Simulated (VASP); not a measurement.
Runs of VASP 6.6.1 on AlN. The structure is that of space group Pmn2_1 (No. 31), or close to it. The cells are those of the table. 

```csv
cell,gap on the mesh (eV),pressure (GPa),largest force (eV/Å)
"a = 4.370, b = 3.090, c = 10.270 Å, 12 atoms",3.18,-6.8,1.67
"a = 4.370, b = 3.090, c = 12.270 Å, 12 atoms",1.68,-5.1,(a)
"a = 4.370, b = 3.090, c = 11.270 Å, 12 atoms",1.95,-5.8,2.78
"a = 4.370, b = 3.090, c = 10.770 Å, 12 atoms",2.40,(b),2.24
```

Alike in all rows: task single point; level r2SCAN; potentials or basis VASP PAW PBE potentials, release 64 (Al, N); no spin polarisation; k mesh 5 × 7 × 3; cutoff (eV) 520; smearing gaussian 0.05 eV.

**Question.** Estimate the missing entries.

**Answer.** (a) 3.19; (b) -6.3.

Caveats: the PAW data sets were made with another functional, which shifts forces and pressure a little.

A k mesh can miss the band edges.
